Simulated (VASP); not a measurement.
# Si (Fm-3m) in VASP: further runs

The runs below take Si through single point, with PBE.

All numbers are computed with VASP 6.6.1; they aren't measurements. Logs are shortened: lines on timing, memory, paths and dates and some standing lists are left out, and cuts for length are marked.

## (1) The cell of the first run

Symmetry: Fm-3m, No. 225, cubic system. Conventional cell: a = 3.895 Å, b = 3.895 Å, c = 3.895 Å, α = 90.00°, β = 90.00°, γ = 90.00°. Si (site symmetry m-3m) has 12 Si at 2.75 Å within 3.6 Å.

This isn't the form of Si at room conditions, which is diamond.

## (2) Single point, PBE

Contents of INCAR:

```
SYSTEM = Si
ALGO = Normal
EDIFF = 1E-6
ENCUT = 500
GGA = PE
GGA_COMPAT = .FALSE.
ISIF = 2
ISMEAR = -1
LASPH = .TRUE.
LCHARG = .FALSE.
LREAL = .FALSE.
LWAVE = .FALSE.
NBANDS = 8
NELM = 120
PREC = Accurate
SIGMA = 0.06122561905347299
```

Contents of KPOINTS:

```
k-points
0
G
  48 48 48
  0 0 0
```

Contents of POSCAR:

```
Si
1.0
    0.0000000000      1.9473734526      1.9473734526
    1.9473734526      0.0000000000      1.9473734526
    1.9473734526      1.9473734526      0.0000000000
Si
1
Direct
    0.0000000000      0.0000000000      0.0000000000
```

Potentials or basis: VASP PAW PBE potentials, release 64 (Si).

Launch:

```bash
$ cat potpaw_PBE.64/Si/POTCAR > POTCAR
$ mpirun -np 1 vasp_std > vasp.out
```

OUTCAR:

```text
SYSTEM = Si
   EDIFF = 1E-6
   ENCUT = 500
   GGA = PE
   ISIF = 2
   ISMEAR = -1
   LASPH = .TRUE.
   LREAL = .FALSE.
   NELM = 120
   PREC = Accurate

 ion  position               nearest neighbor table
   1  0.000  0.000  0.000-

  LATTYP: Found a face centered cubic cell.
 ALAT       =     3.8947469052

  Lattice vectors:

 A1 = (   0.0000000000,   1.9473734526,   1.9473734526)
 A2 = (   1.9473734526,   0.0000000000,   1.9473734526)
 A3 = (   1.9473734526,   1.9473734526,   0.0000000000)

Analysis of symmetry for initial positions (statically):
=====================================================================
 Subroutine PRICEL returns:
 Original cell was already a primitive cell.

 Routine SETGRP: Setting up the symmetry group for a
 face centered cubic supercell.

 Subroutine GETGRP returns: Found 48 space group operations
 (whereof 48 operations were pure point group operations)
 out of a pool of 48 trial point group operations.

The static configuration has the point symmetry O_h .

Analysis of symmetry for dynamics (positions and initial velocities):
=====================================================================
 Subroutine PRICEL returns:
 Original cell was already a primitive cell.

 Routine SETGRP: Setting up the symmetry group for a
 face centered cubic supercell.

 Subroutine GETGRP returns: Found 48 space group operations
 (whereof 48 operations were pure point group operations)
 out of a pool of 48 trial point group operations.

The dynamic configuration has the point symmetry O_h .

 Subroutine INISYM returns: Found 48 space group operations
 (whereof 48 operations are pure point group operations),
 and found     1 'primitive' translations

----------------------------------------------------------------------------------------

                                     Primitive cell

  volume of cell :      14.7699

  direct lattice vectors                    reciprocal lattice vectors
     0.000000000  1.947373453  1.947373453    -0.256756093  0.256756093  0.256756093
     1.947373453  0.000000000  1.947373453     0.256756093 -0.256756093  0.256756093
     1.947373453  1.947373453  0.000000000     0.256756093  0.256756093 -0.256756093

  length of vectors
     2.754001948  2.754001948  2.754001948     0.444714599  0.444714599  0.444714599

  position of ions in fractional coordinates (direct lattice)
     0.000000000  0.000000000  0.000000000

  ion indices of the primitive-cell ions
   primitive index   ion index
                 1           1

----------------------------------------------------------------------------------------

 KPOINTS: k-points

Automatic generation of k-mesh.
 Grid dimensions read from file:
 generate k-points for:   48   48   48

 Generating k-lattice:

  Cartesian coordinates                     Fractional coordinates (reciprocal lattice)
    -0.005349085  0.005349085  0.005349085     0.020833333  0.000000000  0.000000000
     0.005349085 -0.005349085  0.005349085     0.000000000  0.020833333  0.000000000
     0.005349085  0.005349085 -0.005349085     0.000000000  0.000000000  0.020833333

  Length of vectors
     0.009264887  0.009264887  0.009264887

  Shift w.r.t. Gamma in fractional coordinates (k-lattice)
     0.000000000  0.000000000  0.000000000

 Subroutine IBZKPT returns following result:
 ===========================================

 Found   2769 irreducible k-points:

 Following reciprocal coordinates:
            Coordinates               Weight
  0.000000  0.000000  0.000000      1.000000
  0.020833  0.000000  0.000000      8.000000
  0.041667  0.000000  0.000000      8.000000
  0.062500  0.000000  0.000000      8.000000
  0.083333  0.000000  0.000000      8.000000
  0.104167  0.000000  0.000000      8.000000
[... 16 lines left out ...]
  0.458333  0.000000  0.000000      8.000000
  0.479167  0.000000  0.000000      8.000000
 [... further k-points ...]
   k-points           NKPTS =   2769   k-points in BZ     NKDIM =   2769   number of bands    NBANDS=      8
   number of dos      NEDOS =    301   number of ions     NIONS =      1
   total plane-waves  NPLWV =   8000
   dimension x,y,z NGX =    20 NGY =   20 NGZ =   20
   dimension x,y,z NGXF=    40 NGYF=   40 NGZF=   40
   ions per type =               1
   NGX,Y,Z   is equivalent  to a cutoff of  12.07, 12.07, 12.07 a.u.
   NGXF,Y,Z  is equivalent  to a cutoff of  24.15, 24.15, 24.15 a.u.
 SYSTEM =  Si
   PREC   = accura    normal or accurate (medium, high low for compatibility)
   ISTART =      0    job   : 0-new  1-cont  2-samecut
   ICHARG =      2    charge: 1-file 2-atom 10-const
   ISPIN  =      1    spin polarized calculation?
   LNONCOLLINEAR =      F non collinear calculations
   LSORBIT =      F    spin-orbit coupling
   LASPH  =      T    aspherical Exc in radial PAW
   ENCUT  =  500.0 eV  36.75 Ry    6.06 a.u.   5.02  5.02  5.02*2*pi/ulx,y,z
   NELM   =    120;   NELMIN=  2; NELMDL= -5     # of ELM steps
   EDIFF  = 0.1E-05   stopping-criterion for ELM
   LREAL  =      F    real-space projection
   EDIFFG = 0.1E-04   stopping-criterion for IOM
   NSW    =      0    number of steps for IOM
   IBRION =     -1    ionic relax: 0-MD 1-quasi-New 2-CG
   NFREE  =      0    steps in history (QN), initial steepest desc. (CG)
   ISIF   =      2    stress and relaxation
   ISYM   =      2    0-nonsym 1-usesym 2-fastsym
   POTIM  = 0.5000    time-step for ionic-motion
   TEBEG  =    0.0;   TEEND  =   0.0 temperature during run
   PSTRESS=    0.0 pullay stress
   NELECT =       4.0000    total number of electrons
   NUPDOWN=      -1.0000    fix difference up-down
   EMIN   =  10.00;   EMAX   =-10.00  energy-range for DOS
   EFERMI =   0.00;   METHOD = LEGACY
   ISMEAR =    -1;   SIGMA  =   0.06  broadening in eV -4-tet -1-fermi 0-gaus
   EFERMI_NEDOS =   21; number of points for ismear=-14 and -15
   IALGO  =     38    algorithm
   IMIX   =      4    mixing-type and parameters
     AMIX     =   0.40;   BMIX     =  1.00
     AMIX_MAG =   1.60;   BMIX_MAG =  1.00
  volume/ion in A,a.u.               =      14.77        99.67
  Fermi-wavevector in a.u.,A,eV,Ry     =   1.059178  2.001556 15.263803  1.121858
  Thomas-Fermi vector in A             =   2.194514
   LORBIT       =      0    0 simple, 1 ext, 2 COOP (PROOUT), +10 PAW based schemes
   GGA     = PE    functional components
   LHFCALC =     F    Hartree Fock is set to
   AEXX    =    0.0000 exact exchange contribution
   IVDW    =     0    specifies the selected vdW correction
   LEPSILON=     F    determine dielectric tensor
   LRPA    =     F    only Hartree local field effects (RPA)
 non-spin polarized calculation
  energy-cutoff  :      500.00
  volume of cell :       14.77
 maximum number of plane-waves:       388
   NGX =  9   NGY =  9   NGZ =  9

 number of electron       4.0000000 magnetization

 Free energy of the ion-electron system (eV)
  ---------------------------------------------------
  ext. energy  EPLUGINS =         0.00000000
  ---------------------------------------------------
  free energy    TOTEN  =        -4.88905031 eV

  energy without entropy =       -4.88346774  energy(sigma->0) =       -4.88625902

 E-fermi :   9.9198     XC(G=0): -11.1122

 val. band max:        9.9165577144   @ k =   0.3125   0.0625   0.0208
 cond. band min:       9.9200472763   @ k =  -0.2917   0.2917   0.0833
 fundamental gap:      0.0034895619
 Fermi energy:         9.9198327268

 k-point     1 :       0.0000    0.0000    0.0000
  band No.  band energies     occupation
      1      -4.3639      2.00000
      2      20.7933      0.00000
      3      20.7933      0.00000
      4      20.7933      0.00000
      5      21.7502      0.00000
      6      21.7502      0.00000
      7      21.7502      0.00000
      8      27.0398      0.00000

 k-point     2 :       0.0208    0.0000    0.0000
  band No.  band energies     occupation
      1      -4.3515      2.00000
      2      20.4224      0.00000
      3      20.6963      0.00000
      4      20.6963      0.00000
      5      21.8630      0.00000
      6      21.8630      0.00000
      7      22.0089      0.00000
      8      27.1461      0.00000

 k-point     3 :       0.0417    0.0000    0.0000
  band No.  band energies     occupation
      1      -4.3141      2.00000
      2      19.7231      0.00000
      3      20.4831      0.00000
      4      20.4831      0.00000
      5      22.1227      0.00000
      6      22.1227      0.00000
      7      22.3796      0.00000
      8      27.4562      0.00000

 k-point     4 :       0.0625    0.0000    0.0000
  band No.  band energies     occupation
      1      -4.2517      2.00000
      2      18.9253      0.00000
      3      20.2376      0.00000
      4      20.2376      0.00000
      5      22.4425      0.00000
      6      22.4425      0.00000
      7      22.6592      0.00000
      8      27.9306      0.00000

 k-point     5 :       0.0833    0.0000    0.0000
  band No.  band energies     occupation
      1      -4.1645      2.00000
      2      18.0815      0.00000
      3      19.9911      0.00000
      4      19.9911      0.00000
      5      22.7857      0.00000
      6      22.7857      0.00000
      7      22.8364      0.00000
      8      27.6094      0.00000

 k-point     6 :       0.1042    0.0000    0.0000
  band No.  band energies     occupation
      1      -4.0525      2.00000
      2      17.2145      0.00000
      3      19.7547      0.00000
      4      19.7547      0.00000
      5      22.9327      0.00000
      6      23.1307      0.00000
      7      23.1307      0.00000
      8      27.2761      0.00000

 k-point     7 :       0.1250    0.0000    0.0000
  band No.  band energies     occupation
      1      -3.9156      2.00000
      2      16.3373      0.00000
      3      19.5329      0.00000
      4      19.5329      0.00000
      5      22.9728      0.00000
      6      23.4534      0.00000
      7      23.4534      0.00000
      8      26.9667      0.00000

 k-point     8 :       0.1458    0.0000    0.0000
  band No.  band energies     occupation
      1      -3.7539      2.00000
      2      15.4584      0.00000
      3      19.3279      0.00000
      4      19.3279      0.00000
      5      22.9762      0.00000
      6      23.7175      0.00000
      7      23.7175      0.00000
      8      26.7290      0.00000

 k-point     9 :       0.1667    0.0000    0.0000
  band No.  band energies     occupation
      1      -3.5675      2.00000
      2      14.5833      0.00000
      3      19.1409      0.00000
      4      19.1409      0.00000
      5      22.9573      0.00000
      6      23.8714      0.00000
      7      23.8714      0.00000
      8      26.6228      0.00000

 k-point    10 :       0.1875    0.0000    0.0000
  band No.  band energies     occupation
      1      -3.3566      2.00000
      2      13.7163      0.00000
      3      18.9724      0.00000
      4      18.9724      0.00000
      5      22.9263      0.00000
      6      23.8725      0.00000
      7      23.8725      0.00000
      8      26.6963      0.00000
[... 78 lines left out ...]
 k-point    18 :       0.3542    0.0000    0.0000
  band No.  band energies     occupation
      1      -0.7960      2.00000
      2       7.3158      2.00000
      3      18.2741      0.00000
      4      18.2741      0.00000
      5      21.6979      0.00000
      6      21.6979      0.00000
      7      22.7953      0.00000
      8      26.7557      0.00000

 k-point    19 :       0.3750    0.0000    0.0000
  band No.  band energies     occupation
      1      -0.3696      2.00000
      2       6.6001      2.00000
      3      18.2571      0.00000
      4      18.2571      0.00000
      5      21.4505      0.00000
      6      21.4505      0.00000
      7      22.8176      0.00000
      8      26.4717      0.00000

 k-point    20 :       0.3958    0.0000    0.0000
  band No.  band energies     occupation
      1       0.0793      2.00000
      2       5.9060      2.00000
      3      18.2507      0.00000
      4      18.2507      0.00000
      5      21.2313      0.00000
      6      21.2313      0.00000
      7      22.8465      0.00000
      8      26.2187      0.00000

 k-point    21 :       0.4167    0.0000    0.0000
  band No.  band energies     occupation
      1       0.5497      2.00000
      2       5.2346      2.00000
      3      18.2521      0.00000
      4      18.2521      0.00000
      5      21.0441      0.00000
      6      21.0441      0.00000
      7      22.8790      0.00000
      8      26.0011      0.00000

 k-point    22 :       0.4375    0.0000    0.0000
  band No.  band energies     occupation
      1       1.0395      2.00000
      2       4.5883      2.00000
      3      18.2582      0.00000
      4      18.2582      0.00000
      5      20.8927      0.00000
      6      20.8927      0.00000
      7      22.9114      0.00000
      8      25.8236      0.00000

 k-point    23 :       0.4583    0.0000    0.0000
  band No.  band energies     occupation
      1       1.5434      2.00000
      2       3.9726      2.00000
      3      18.2659      0.00000
      4      18.2659      0.00000
      5      20.7810      0.00000
      6      20.7810      0.00000
      7      22.9393      0.00000
      8      25.6915      0.00000

 k-point    24 :       0.4792    0.0000    0.0000
  band No.  band energies     occupation
      1       2.0388      2.00000
      2       3.4101      2.00000
      3      18.2720      0.00000
      4      18.2720      0.00000
      5      20.7124      0.00000
      6      20.7124      0.00000
      7      22.9584      0.00000
      8      25.6098      0.00000

 [... further k-points ...]

------------------------ aborting loop because EDIFF is reached ----------------------------------------

  FORCE on cell =-STRESS in cart. coord.  units (eV):
  Direction    XX          YY          ZZ          XY          YZ          ZX
  --------------------------------------------------------------------------------------
  -------------------------------------------------------------------------------------
  Total       -0.1516779     -0.1516779     -0.1516779      0.0000000      0.0000000     -0.0000000
  in kB      -16.4533816    -16.4533816    -16.4533816      0.0000000      0.0000000     -0.0000000
  external PRESSURE =     -16.4533816 kB  Pullay stress =       0.0000000 kB

 VOLUME and BASIS-vectors are now :
 -----------------------------------------------------------------------------
  energy-cutoff  :      500.00
  volume of cell :       14.77
      direct lattice vectors                 reciprocal lattice vectors
     0.000000000  1.947373453  1.947373453    -0.256756093  0.256756093  0.256756093
     1.947373453  0.000000000  1.947373453     0.256756093 -0.256756093  0.256756093
     1.947373453  1.947373453  0.000000000     0.256756093  0.256756093 -0.256756093

 POSITION                                       TOTAL-FORCE (eV/Angst)
 -----------------------------------------------------------------------------------
      0.00000      0.00000      0.00000        -0.000000      0.000000     -0.000000
 -----------------------------------------------------------------------------------
    total drift:                                0.000000      0.000000     -0.000000

  FREE ENERGIE OF THE ION-ELECTRON SYSTEM (eV)
  ---------------------------------------------------
  free  energy   TOTEN  =        -4.8890503076 eV

  energy  without entropy=       -4.8834677400  energy(sigma->0) =       -4.88625902
```

Wall time 4.6 min (1 thread of Intel Xeon 8259CL, shared host); peak memory 0.35 GiB.

Results:

* Free energy: -4.8891 eV
* Pressure: -1.6 GPa
* Band gap on the k mesh: zero (bands 2 and 3 overlap by 13.92 eV)

## (3) Single point, PBE

This run uses another cell than the first one, of 15.06 Å³/atom.

Contents of INCAR:

```
SYSTEM = Si
PREC     = Accurate       ! precision mode
ENCUT    = 500            ! plane-wave cutoff, eV
EDIFF    = 1E-6           ! SCF threshold, eV
ISMEAR   = -1             ! smearing method
SIGMA    = 0.06122561905347299 ! smearing width, eV
LREAL    = .False.        ! projectors in reciprocal space
LASPH    = .True.         ! aspherical terms in the spheres
NELM     = 120            ! most SCF steps
ALGO     = Normal         ! electronic algorithm
ISIF     = 2              ! what is computed and relaxed
LWAVE    = .False.        ! write WAVECAR
LCHARG   = .True.         ! write CHGCAR
GGA      = PE             ! functional
LELF     = .True.         ! ELF
LVHAR    = .True.       
NBANDS   = 8              ! bands
GGA_COMPAT= .False.
```

Contents of KPOINTS:

```
regular mesh
0
Gamma
  48 48 48
  0 0 0
```

Contents of POSCAR:

```
Si
1.0
    0.0000000000      1.9600190891      1.9600190891
    1.9600190891      0.0000000000      1.9600190891
    1.9600190891      1.9600190891      0.0000000000
Si
1
Direct
    0.0000000000      0.0000000000      0.0000000000
```

Potentials or basis: VASP PAW PBE potentials, release 64 (Si).

Launch:

```bash
$ cat potpaw_PBE.64/Si/POTCAR > POTCAR
$ mpirun -np 1 vasp_std > vasp.out
```

Run time: 4.8 min. Hardware: 1 thread of Intel Xeon 8259CL, shared host; peak memory 0.35 GiB.

It converged, with:

- Free energy: -4.8848 eV
- Pressure: -3.1 GPa
- Band gap on the k mesh: zero (bands 2 and 3 overlap by 13.63 eV)

Levels at points of the mesh, in eV from the Fermi level:
```tsv
k point	band 1	band 2	band 3	band 4	band 5	band 6	band 7
(0.00, 0.00, 0.00)	-14.10	10.65	10.65	10.65	11.76	11.76	11.76
(0.50, 0.00, 0.00)	-7.52	-6.71	8.18	8.18	10.72	10.72	12.84
(0.50, 0.50, 0.00)	-5.18	-4.52	3.06	3.06	4.45	6.56	24.01
```

Caveat: the cell stands under tension.
